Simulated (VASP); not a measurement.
Write the native input for VASP 6.6.1 that does the following.

```
Task                   : single point
Functional             : SVWN5
Potentials or basis    : VASP PAW PBE potentials, release 64 (Ti_sv, O)
Cutoff                 : 520 eV
k mesh                 : 8 × 8 × 4
Occupations            : fermi-dirac, width 0.05 eV
Spin                   : no spin polarisation
Dipole correction      : no
Further INCAR settings : ALGO = Normal; EDIFF = 1e-06; NBANDS = 60
```

The structure of TiO2 lies in POSCAR:

```
TiO2
1.0
    6.1535771931     -1.8834685000      0.0000000000
    6.1535771931      1.8834685000      0.0000000000
   -1.9283261078      0.0000000000      6.3289668713
Ti O
4 8
Direct
    0.9000710000      0.9000710000      0.2896020000
    0.1952860000      0.1952860000      0.2837620000
    0.0999290000      0.0999290000      0.7103980000
    0.8047140000      0.8047140000      0.7162380000
    0.3619310000      0.3619310000      0.2933970000
    0.2634885000      0.2634885000      0.6525000000
    0.8671885000      0.8671885000      0.9952910000
    0.7365115000      0.7365115000      0.3475000000
    0.9416475000      0.9416475000      0.6300210000
    0.1328115000      0.1328115000      0.0047090000
    0.6380690000      0.6380690000      0.7066030000
    0.0583525000      0.0583525000      0.3699790000
```

One way to write it, as run:

INCAR

```
SYSTEM = TiO2
ALGO = Normal ; EDIFF = 1E-6
ENCUT = 520 ; GGA = VW
ISIF = 2 ; ISMEAR = -1
LASPH = .True. ; LCHARG = .False.
LREAL = .False. ; LWAVE = .False.
NBANDS = 60 ; NELM = 60
PREC = Accurate ; SIGMA = 0.05
```

KPOINTS

```
k-points
0
Gamma
  8 8 4
  0 0 0
```

Potentials or basis: VASP PAW PBE potentials, release 64 (Ti_sv, O).

Run with:

```bash
$ cat potpaw_PBE.64/Ti_sv/POTCAR potpaw_PBE.64/O/POTCAR > POTCAR
$ mpirun -np 1 vasp_std > vasp.out
```

It gave:

The pressure is -11.1 GPa, the largest force is 0.219 eV/Å and the band gap on the k mesh is 2.64 eV (least direct gap 2.82 eV).

Caveat: the cell stands under tension; the PAW data sets were made with another functional, which shifts forces and pressure a little.

It took 12 min on 1 thread of Intel(R) Xeon(R) Platinum 8559C (Emerald Rapids) (shared host), peak memory 0.59 GiB.
